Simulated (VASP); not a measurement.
## ZnO: single point with PBE

The system is ZnO.

```xyz
4
Lattice="3.2634 0.0000 0.0000 -1.6317 2.8262 0.0000 0.0000 0.0000 7.7189" Properties=species:S:1:pos:R:3 pbc="T T T"
Zn    0.0000    0.0000    5.7892
Zn    0.0000    0.0000    1.9297
O     0.0000    1.8841    1.9297
O     1.6317    0.9421    5.7892
```

This cell differs from its parent crystal: strained.

| Property | Result |
| --- | --- |
| Program | VASP 6.6.1 |
| Task | single point |
| Functional | PBE |
| Potentials or basis | VASP PAW PBE potentials, release 64 (Zn, O) |
| Cutoff | 520 eV |
| k mesh | 9 × 9 × 4 |
| Occupations | gaussian, width 0.02 eV |
| Spin | no spin polarisation |
| Dipole correction | no |
| Further INCAR settings | ALGO = Normal; EDIFF = 1e-06; NBANDS = 26 |

```
Pressure               : 1.9 GPa
Band gap on the k mesh : 0.93 eV
```

Stress tensor (GPa, compression positive):
```
 2.89  0.00  0.00
 0.00  2.89  0.00
 0.00  0.00 -0.02
```

Levels at points of the mesh, in eV from the valence-band top:
```
           k point  band 14  band 15  band 16  band 17  band 18  band 19  band 20  band 21  band 22  band 23
(0.00, 0.00, 0.00)    -2.10     0.00     0.00     0.00     0.00     0.93     3.03     4.89     9.82     9.88
(0.00, 0.00, 0.50)    -2.66     0.00     0.00     0.00     0.00     1.83     1.83     6.66     6.66    13.32
```

It took 49 s on 1 thread of Intel(R) Xeon(R) Platinum 8259CL CPU @ 2.50GHz (Skylake/Cascade Lake), with other jobs on the host, peak memory 0.21 GiB.

Caveat: the cell differs from its parent crystal (strained). A k mesh can miss the band edges.
